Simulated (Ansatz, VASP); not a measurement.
**Co: VASP beside Ansatz**

```
CELL_PARAMETERS angstrom
-1.40584 1.40584 1.40584
1.40584 -1.40584 1.40584
1.40584 1.40584 -1.40584
ATOMIC_POSITIONS crystal
Co 0.00000 0.00000 0.00000
```

Alike in both runs: functional PBE; k mesh 16 × 16 × 16; occupations fermi-dirac, width 0.05 eV; collinear spin.

Ansatz relaxed the structure, and its values are those at the end. VASP's run is a single point on that final structure, the one shown.

```csv
,VASP,Ansatz
version,VASP 6.6.1,Ansatz 0.2.0
potentials or method,"VASP PAW PBE potentials, release 64 (Co), cutoff 520 eV","plane waves (420 eV) with PAW, scalar-relativistic"
valence electrons in the cell,9,17
```

Ansatz gave:

* pressure (GPa): 0.0
* net moment per atom (μB): 1.78
* size of the moment on the site where the two differ most (μB): 1.84

What did VASP give for the same quantities?

Pressure (GPa): -0.9; net moment per atom (μB): 1.75; size of the moment on the site where the two differ most (μB): 1.77.

Site moments also hang on the region over which each program counts them. VASP's potentials hold 9 valence electrons a cell and Ansatz's 17, so a difference there can come from the potentials and not from the codes.
